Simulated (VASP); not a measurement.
# Sn (P6_3/mmc) in VASP: a series of runs

Sn is run at these levels: LDA; tasks: single point.

All numbers are computed with VASP 6.6.1; they aren't measurements. Logs are shortened: lines on timing, memory, paths and dates and some standing lists are left out, and cuts for length are marked.

**1. The cell of the first run**

It takes space group P6_3/mmc (No. 194, hexagonal). Conventional cell: a = 2.612 Å, b = 2.612 Å, c = 4.214 Å, α = 90.00°, β = 90.00°, γ = 120.00°. Within 3.4 Å of Sn (site symmetry -6m2) lie 12 Sn at 2.59 to 2.61 Å.

**2. Single point, LDA**

Input file INCAR:

```
ALGO     = Normal         # electronic algorithm
EDIFF    = 1E-6           # SCF threshold, eV
ENCUT    = 520            # plane-wave cutoff, eV
ISIF     = 2              # what is computed and relaxed
ISMEAR   = -1             # smearing method
LASPH    = True           # aspherical terms in the spheres
LCHARG   = False          # write CHGCAR
LREAL    = False          # projectors in reciprocal space
LWAVE    = False          # write WAVECAR
NBANDS   = 21             # bands
NELM     = 60             # most SCF steps
PREC     = Accurate       # precision mode
SIGMA    = 0.05           # smearing width, eV
```

Input file KPOINTS:

```
k-points
0
Gamma
  16 16 9
```

Input file POSCAR:

```
Sn
1.0
    2.6120434819      0.0000000000      0.0000000000
   -1.3060217409      2.2620960111      0.0000000000
    0.0000000000      0.0000000000      4.2137362452
Sn
2
Direct
    0.3333333333      0.6666666667      0.2500000000
    0.6666666667      0.3333333333      0.7500000000
```

Potentials or basis: VASP PAW LDA potentials, release 64 (Sn_d).

The run is started by

```sh
cat potpaw_LDA.64/Sn_d/POTCAR > POTCAR
mpirun -np 1 vasp_std > vasp.out
```

OUTCAR:

```text
EDIFF = 1E-6
   ENCUT = 520
   ISIF = 2
   ISMEAR = -1
   LASPH = True
   LREAL = False
   NELM = 60
   PREC = Accurate

 ion  position               nearest neighbor table
   1  0.333  0.667  0.250-   2 2.59   2 2.59   2 2.59   2 2.59   2 2.59   2 2.59   2 3.68   2 3.68
                             2 3.68   2 3.68   2 3.68   2 3.68
   2  0.667  0.333  0.750-   1 2.59   1 2.59   1 2.59   1 2.59   1 2.59   1 2.59   1 3.68   1 3.68
                             1 3.68   1 3.68   1 3.68   1 3.68

  LATTYP: Found a hexagonal cell.
 ALAT       =     2.6120434819
 C/A-ratio  =     1.6131952911

  Lattice vectors:

 A1 = (   2.6120434819,   0.0000000000,   0.0000000000)
 A2 = (  -1.3060217409,   2.2620960111,   0.0000000000)
 A3 = (   0.0000000000,   0.0000000000,   4.2137362452)

Analysis of symmetry for initial positions (statically):
=====================================================================
 Subroutine PRICEL returns:
 Original cell was already a primitive cell.

 Routine SETGRP: Setting up the symmetry group for a
 hexagonal supercell.

 Subroutine GETGRP returns: Found 24 space group operations
 (whereof 12 operations were pure point group operations)
 out of a pool of 24 trial point group operations.

The static configuration has the point symmetry D_3d.
 The point group associated with its full space group is D_6h.

Analysis of symmetry for dynamics (positions and initial velocities):
=====================================================================
 Subroutine PRICEL returns:
 Original cell was already a primitive cell.

 Routine SETGRP: Setting up the symmetry group for a
 hexagonal supercell.

 Subroutine GETGRP returns: Found 24 space group operations
 (whereof 12 operations were pure point group operations)
 out of a pool of 24 trial point group operations.

The dynamic configuration has the point symmetry D_3d.
 The point group associated with its full space group is D_6h.

 Subroutine INISYM returns: Found 24 space group operations
 (whereof 12 operations are pure point group operations),
 and found     1 'primitive' translations

----------------------------------------------------------------------------------------

                                     Primitive cell

  volume of cell :      24.8977

  direct lattice vectors                    reciprocal lattice vectors
     2.612043482  0.000000000  0.000000000     0.382842019  0.221033943  0.000000000
    -1.306021741  2.262096011  0.000000000     0.000000000  0.442067885  0.000000000
     0.000000000  0.000000000  4.213736245     0.000000000  0.000000000  0.237319078

  length of vectors
     2.612043482  2.612043482  4.213736245     0.442067885  0.442067885  0.237319078

  position of ions in fractional coordinates (direct lattice)
     0.333333333  0.666666667  0.250000000
     0.666666667  0.333333333  0.750000000

  ion indices of the primitive-cell ions
   primitive index   ion index
                 1           1
                 2           2

----------------------------------------------------------------------------------------

 KPOINTS: k-points

Automatic generation of k-mesh.
 Grid dimensions read from file:
 generate k-points for:   16   16    9

 Generating k-lattice:

  Cartesian coordinates                     Fractional coordinates (reciprocal lattice)
     0.023927626  0.013814621  0.000000000     0.062500000  0.000000000  0.000000000
     0.000000000  0.027629243  0.000000000     0.000000000  0.062500000  0.000000000
     0.000000000  0.000000000  0.026368786     0.000000000  0.000000000  0.111111111

  Length of vectors
     0.027629243  0.027629243  0.026368786

  Shift w.r.t. Gamma in fractional coordinates (k-lattice)
     0.000000000  0.000000000  0.000000000

 Subroutine IBZKPT returns following result:
 ===========================================

 Found    150 irreducible k-points:

 Following reciprocal coordinates:
            Coordinates               Weight
  0.000000  0.000000  0.000000      1.000000
  0.062500  0.000000  0.000000      6.000000
  0.125000  0.000000  0.000000      6.000000
  0.187500 -0.000000  0.000000      6.000000
  0.250000  0.000000  0.000000      6.000000
  0.312500  0.000000  0.000000      6.000000
[... 16 lines left out ...]
  0.187500  0.187500  0.000000      6.000000
  0.250000  0.187500  0.000000     12.000000
 [... further k-points ...]
   k-points           NKPTS =    150   k-points in BZ     NKDIM =    150   number of bands    NBANDS=     21
   number of dos      NEDOS =    301   number of ions     NIONS =      2
   total plane-waves  NPLWV =  12800
   dimension x,y,z NGX =    20 NGY =   20 NGZ =   32
   dimension x,y,z NGXF=    40 NGYF=   40 NGZF=   64
   ions per type =               2
   NGX,Y,Z   is equivalent  to a cutoff of  12.73, 12.73, 12.63 a.u.
   NGXF,Y,Z  is equivalent  to a cutoff of  25.46, 25.46, 25.25 a.u.
 SYSTEM =  unknown system
   PREC   = accura    normal or accurate (medium, high low for compatibility)
   ISTART =      0    job   : 0-new  1-cont  2-samecut
   ICHARG =      2    charge: 1-file 2-atom 10-const
   ISPIN  =      1    spin polarized calculation?
   LNONCOLLINEAR =      F non collinear calculations
   LSORBIT =      F    spin-orbit coupling
   LASPH  =      T    aspherical Exc in radial PAW
   ENCUT  =  520.0 eV  38.22 Ry    6.18 a.u.   4.86  4.86  7.83*2*pi/ulx,y,z
   NELM   =     60;   NELMIN=  2; NELMDL= -5     # of ELM steps
   EDIFF  = 0.1E-05   stopping-criterion for ELM
   LREAL  =      F    real-space projection
   EDIFFG = 0.1E-04   stopping-criterion for IOM
   NSW    =      0    number of steps for IOM
   IBRION =     -1    ionic relax: 0-MD 1-quasi-New 2-CG
   NFREE  =      0    steps in history (QN), initial steepest desc. (CG)
   ISIF   =      2    stress and relaxation
   ISYM   =      2    0-nonsym 1-usesym 2-fastsym
   POTIM  = 0.5000    time-step for ionic-motion
   TEBEG  =    0.0;   TEEND  =   0.0 temperature during run
   PSTRESS=    0.0 pullay stress
   NELECT =      28.0000    total number of electrons
   NUPDOWN=      -1.0000    fix difference up-down
   EMIN   =  10.00;   EMAX   =-10.00  energy-range for DOS
   EFERMI =   0.00;   METHOD = LEGACY
   ISMEAR =    -1;   SIGMA  =   0.05  broadening in eV -4-tet -1-fermi 0-gaus
   EFERMI_NEDOS =   21; number of points for ismear=-14 and -15
   IALGO  =     38    algorithm
   IMIX   =      4    mixing-type and parameters
     AMIX     =   0.40;   BMIX     =  1.00
     AMIX_MAG =   1.60;   BMIX_MAG =  1.00
  volume/ion in A,a.u.               =      12.45        84.01
  Fermi-wavevector in a.u.,A,eV,Ry     =   1.702451  3.217166 39.434294  2.898339
  Thomas-Fermi vector in A             =   2.782218
   LORBIT       =      0    0 simple, 1 ext, 2 COOP (PROOUT), +10 PAW based schemes
   GGA     = CA    functional components
   LHFCALC =     F    Hartree Fock is set to
   AEXX    =    0.0000 exact exchange contribution
   IVDW    =     0    specifies the selected vdW correction
   LEPSILON=     F    determine dielectric tensor
   LRPA    =     F    only Hartree local field effects (RPA)
 non-spin polarized calculation
  energy-cutoff  :      520.00
  volume of cell :       24.90
 maximum number of plane-waves:       687
 NGX is ok and might be reduce to    20
   NGX =  9   NGY =  9   NGZ = 15

 number of electron      27.9999991 magnetization

 Free energy of the ion-electron system (eV)
  ---------------------------------------------------
  ext. energy  EPLUGINS =         0.00000000
  ---------------------------------------------------
  free energy    TOTEN  =         1.02273572 eV

  energy without entropy =        1.02913570  energy(sigma->0) =        1.02593571

 E-fermi :  22.4349     XC(G=0): -14.8536

 val. band max:       22.4337850464   @ k =   0.2500   0.1875   0.3333
 cond. band min:      22.4680585940   @ k =   0.1875   0.1250   0.3333
 fundamental gap:      0.0342735476
 Fermi energy:        22.4348533934

 k-point     1 :       0.0000    0.0000    0.0000
  band No.  band energies     occupation
      1      -2.0312      2.00000
      2      -1.4322      2.00000
      3      -1.3585      2.00000
      4      -1.3585      2.00000
      5      -1.2098      2.00000
      6      -1.2098      2.00000
[... 13 lines left out ...]
     20      35.8481      0.00000
     21      38.6852      0.00000

 k-point     2 :       0.0625    0.0000    0.0000
  band No.  band energies     occupation
      1      -2.0001      2.00000
      2      -1.4776      2.00000
      3      -1.3140      2.00000
      4      -1.3064      2.00000
      5      -1.2142      2.00000
      6      -1.1686      2.00000
[... 13 lines left out ...]
     20      37.1596      0.00000
     21      37.2525      0.00000

 k-point     3 :       0.1250    0.0000    0.0000
  band No.  band energies     occupation
      1      -1.9379      2.00000
      2      -1.5364      2.00000
      3      -1.2586      2.00000
      4      -1.1863      2.00000
      5      -1.1753      2.00000
      6      -1.1245      2.00000
[... 13 lines left out ...]
     20      37.5747      0.00000
     21      38.4542      0.00000

 k-point     4 :       0.1875   -0.0000    0.0000
  band No.  band energies     occupation
      1      -1.9436      2.00000
      2      -1.5301      2.00000
      3      -1.2829      2.00000
      4      -1.2730      2.00000
      5      -1.1694      2.00000
      6      -1.0268      2.00000
[... 13 lines left out ...]
     20      36.8673      0.00000
     21      37.8149      0.00000

 k-point     5 :       0.2500    0.0000    0.0000
  band No.  band energies     occupation
      1      -2.0460      2.00000
      2      -1.5238      2.00000
      3      -1.4680      2.00000
      4      -1.2590      2.00000
      5      -1.2369      2.00000
      6      -0.8404      2.00000
[... 13 lines left out ...]
     20      36.5994      0.00000
     21      37.8019      0.00000

 k-point     6 :       0.3125    0.0000    0.0000
  band No.  band energies     occupation
      1      -2.1749      2.00000
      2      -1.6741      2.00000
      3      -1.5919      2.00000
      4      -1.3427      2.00000
      5      -1.1115      2.00000
      6      -0.8097      2.00000
[... 13 lines left out ...]
     20      35.0703      0.00000
     21      38.3539      0.00000

 k-point     7 :       0.3750   -0.0000    0.0000
  band No.  band energies     occupation
      1      -2.2882      2.00000
      2      -1.8509      2.00000
      3      -1.6712      2.00000
      4      -1.4101      2.00000
      5      -0.9949      2.00000
      6      -0.8979      2.00000
[... 13 lines left out ...]
     20      33.9263      0.00000
     21      38.3491      0.00000
[... 291 lines left out ...]
      1      -2.1090      2.00000
      2      -1.8849      2.00000
      3      -1.5840      2.00000
      4      -1.4172      2.00000
      5      -1.0139      2.00000
      6      -0.9152      2.00000
[... 13 lines left out ...]
     20      34.6361      0.00000
     21      39.1392      0.00000

 k-point    21 :       0.3750    0.1250    0.0000
  band No.  band energies     occupation
      1      -2.1799      2.00000
      2      -1.9948      2.00000
      3      -1.5972      2.00000
      4      -1.4352      2.00000
      5      -0.9813      2.00000
      6      -0.9253      2.00000
[... 13 lines left out ...]
     20      34.5015      0.00000
     21      39.5759      0.00000

 k-point    22 :       0.4375    0.1250    0.0000
  band No.  band energies     occupation
      1      -2.2047      2.00000
      2      -2.0329      2.00000
      3      -1.6049      2.00000
      4      -1.4402      2.00000
      5      -1.0052      2.00000
      6      -0.8899      2.00000
[... 13 lines left out ...]
     20      34.4559      0.00000
     21      39.6961      0.00000

 k-point    23 :       0.1875    0.1875    0.0000
  band No.  band energies     occupation
      1      -1.7804      2.00000
      2      -1.7576      2.00000
      3      -1.6925      2.00000
      4      -1.3837      2.00000
      5      -1.0524      2.00000
      6      -0.8247      2.00000
[... 13 lines left out ...]
     20      36.7254      0.00000
     21      38.2162      0.00000

 k-point    24 :       0.2500    0.1875    0.0000
  band No.  band energies     occupation
      1      -1.8697      2.00000
      2      -1.8584      2.00000
      3      -1.6435      2.00000
      4      -1.4104      2.00000
      5      -0.9878      2.00000
      6      -0.8988      2.00000
[... 13 lines left out ...]
     20      37.1723      0.00000
     21      39.2809      0.00000

 [... further k-points ...]

------------------------ aborting loop because EDIFF is reached ----------------------------------------

  FORCE on cell =-STRESS in cart. coord.  units (eV):
  Direction    XX          YY          ZZ          XY          YZ          ZX
  --------------------------------------------------------------------------------------
  -------------------------------------------------------------------------------------
  Total       37.6215214     37.6215214     37.6142564      0.0000000      0.0000000      0.0000000
  in kB     2420.9630028   2420.9630028   2420.4954959      0.0000001      0.0000000      0.0000000
  external PRESSURE =    2420.8071672 kB  Pullay stress =       0.0000000 kB

 VOLUME and BASIS-vectors are now :
 -----------------------------------------------------------------------------
  energy-cutoff  :      520.00
  volume of cell :       24.90
      direct lattice vectors                 reciprocal lattice vectors
     2.612043482  0.000000000  0.000000000     0.382842019  0.221033943  0.000000000
    -1.306021741  2.262096011  0.000000000     0.000000000  0.442067885  0.000000000
     0.000000000  0.000000000  4.213736245     0.000000000  0.000000000  0.237319078

 POSITION                                       TOTAL-FORCE (eV/Angst)
 -----------------------------------------------------------------------------------
     -0.00000      1.50806      1.05343        -0.000000      0.000000      0.000000
      1.30602      0.75403      3.16030         0.000000     -0.000000     -0.000000
 -----------------------------------------------------------------------------------
    total drift:                               -0.000000      0.000000      0.000000

  FREE ENERGIE OF THE ION-ELECTRON SYSTEM (eV)
  ---------------------------------------------------
  free  energy   TOTEN  =         1.0227357240 eV

  energy  without entropy=        1.0291357033  energy(sigma->0) =        1.02593571
```

Wall time 23 s (1 thread of Intel Xeon 6975P-C (Granite Rapids), shared host); peak memory 0.17 GiB.

Results:

- Free energy: 1.0227 eV
- Pressure: 242.1 GPa
- Band gap on the k mesh: zero (band 14 reaches 31.46 eV, above the bottom of band 15 at 18.16 eV)

Levels at points of the mesh, in eV from the Fermi level:
```
           k point  band 10  band 11  band 12  band 13  band 14  band 15  band 16  band 17  band 18  band 19
(0.00, 0.00, 0.00)   -22.60   -20.04   -10.74    -8.35     9.02    10.51    10.51    11.18    11.33    13.41
(0.50, 0.00, 0.00)   -22.44   -11.25   -10.72    -2.78    -2.66    -0.29     0.77     2.03     8.86     9.00
```

Caveat: spin-orbit coupling is left out, which moves the levels of the heavy elements.

**3. Single point, LDA**

Input file INCAR:

```
ALGO = Normal ; EDIFF = 1E-6
ENCUT = 520 ; GGA = CA
ISIF = 2 ; ISMEAR = -1
LASPH = True ; LCHARG = False
LREAL = False ; LWAVE = False
NBANDS = 21 ; NELM = 100
PREC = Accurate ; SIGMA = 0.05
```

KPOINTS is that of step 2.

Input file POSCAR:

```
Sn
1.0
    2.6120130309      0.0000000000      0.0000000000
   -1.3060065154      2.2620696398      0.0000000000
    0.0000000000      0.0000000000      4.2132681865
Sn
2
Direct
    0.3333333333      0.6666666667      0.2500000000
    0.6666666667      0.3333333333      0.7500000000
```

Potentials or basis: VASP PAW LDA potentials, release 64 (Sn_d).

The run is started by

```sh
cat potpaw_LDA.64/Sn_d/POTCAR > POTCAR
mpirun -np 1 vasp_std > vasp.out
```

OUTCAR:

```text
EDIFF = 1E-6
   ENCUT = 520
   GGA = CA
   ISIF = 2
   ISMEAR = -1
   LASPH = True
   LREAL = False
   NELM = 100
   PREC = Accurate

 ion  position               nearest neighbor table
   1  0.333  0.667  0.250-   2 2.59   2 2.59   2 2.59   2 2.59   2 2.59   2 2.59   2 3.68   2 3.68
                             2 3.68   2 3.68   2 3.68   2 3.68
   2  0.667  0.333  0.750-   1 2.59   1 2.59   1 2.59   1 2.59   1 2.59   1 2.59   1 3.68   1 3.68
                             1 3.68   1 3.68   1 3.68   1 3.68

  LATTYP: Found a hexagonal cell.
 ALAT       =     2.6120130309
 C/A-ratio  =     1.6130349032

  Lattice vectors:

 A1 = (   2.6120130309,   0.0000000000,   0.0000000000)
 A2 = (  -1.3060065154,   2.2620696398,   0.0000000000)
 A3 = (   0.0000000000,   0.0000000000,   4.2132681865)

Analysis of symmetry for initial positions (statically):
=====================================================================
 Subroutine PRICEL returns:
 Original cell was already a primitive cell.

 Routine SETGRP: Setting up the symmetry group for a
 hexagonal supercell.

[... 163 lines left out ...]
  ---------------------------------------------------
  free energy    TOTEN  =         1.02779798 eV

  energy without entropy =        1.03416985  energy(sigma->0) =        1.03098391

 E-fermi :  22.4384     XC(G=0): -14.8545

 val. band max:       22.4373006739   @ k =   0.2500   0.1875   0.3333
 cond. band min:      22.4736136458   @ k =   0.1875   0.1250   0.3333
 fundamental gap:      0.0363129718
 Fermi energy:        22.4383514830

 k-point     1 :       0.0000    0.0000    0.0000
  band No.  band energies     occupation
      1      -2.0288      2.00000
      2      -1.4292      2.00000
      3      -1.3556      2.00000
      4      -1.3556      2.00000
      5      -1.2069      2.00000
      6      -1.2069      2.00000
[... 565 lines left out ...]
     20      37.1752      0.00000
     21      39.2863      0.00000

 [... further k-points ...]

------------------------ aborting loop because EDIFF is reached ----------------------------------------

  FORCE on cell =-STRESS in cart. coord.  units (eV):
  Direction    XX          YY          ZZ          XY          YZ          ZX
  --------------------------------------------------------------------------------------
  -------------------------------------------------------------------------------------
  Total       37.6341128     37.6341128     37.6309414      0.0000000      0.0000000      0.0000000
  in kB     2422.0987783   2422.0987784   2421.8946709      0.0000001      0.0000000      0.0000000
  external PRESSURE =    2422.0307425 kB  Pullay stress =       0.0000000 kB

 VOLUME and BASIS-vectors are now :
 -----------------------------------------------------------------------------
  energy-cutoff  :      520.00
  volume of cell :       24.89
      direct lattice vectors                 reciprocal lattice vectors
     2.612013031  0.000000000  0.000000000     0.382846482  0.221036519  0.000000000
    -1.306006515  2.262069640  0.000000000     0.000000000  0.442073039  0.000000000
     0.000000000  0.000000000  4.213268186     0.000000000  0.000000000  0.237345442

 POSITION                                       TOTAL-FORCE (eV/Angst)
 -----------------------------------------------------------------------------------
     -0.00000      1.50805      1.05332        -0.000000     -0.000000      0.000000
      1.30601      0.75402      3.15995         0.000000      0.000000      0.000000
 -----------------------------------------------------------------------------------
    total drift:                                0.000000     -0.000000      0.000000

  FREE ENERGIE OF THE ION-ELECTRON SYSTEM (eV)
  ---------------------------------------------------
  free  energy   TOTEN  =         1.0277979785 eV

  energy  without entropy=        1.0341698514  energy(sigma->0) =        1.03098391
```

It took 22 s on 1 thread of Intel Xeon 6975P-C (Granite Rapids), shared host; peak memory 0.17 GiB.

Results:

```
Free energy            : 1.0278 eV
Pressure               : 242.2 GPa
Band gap on the k mesh : zero (band 14 reaches 31.46 eV, above the bottom of band 15 at 18.16 eV)
```

Levels at points of the mesh, in eV from the Fermi level:
| k point | band 12 | band 13 | band 14 | band 15 | band 16 | band 17 |
| --- | --- | --- | --- | --- | --- | --- |
| (0.00, 0.00, 0.00) | -10.74 | -8.35 | 9.02 | 10.51 | 10.51 | 11.18 |
| (0.50, 0.00, 0.00) | -10.72 | -2.78 | -2.66 | -0.29 | 0.77 | 2.03 |

Caveat: spin-orbit coupling is left out, which moves the levels of the heavy elements.
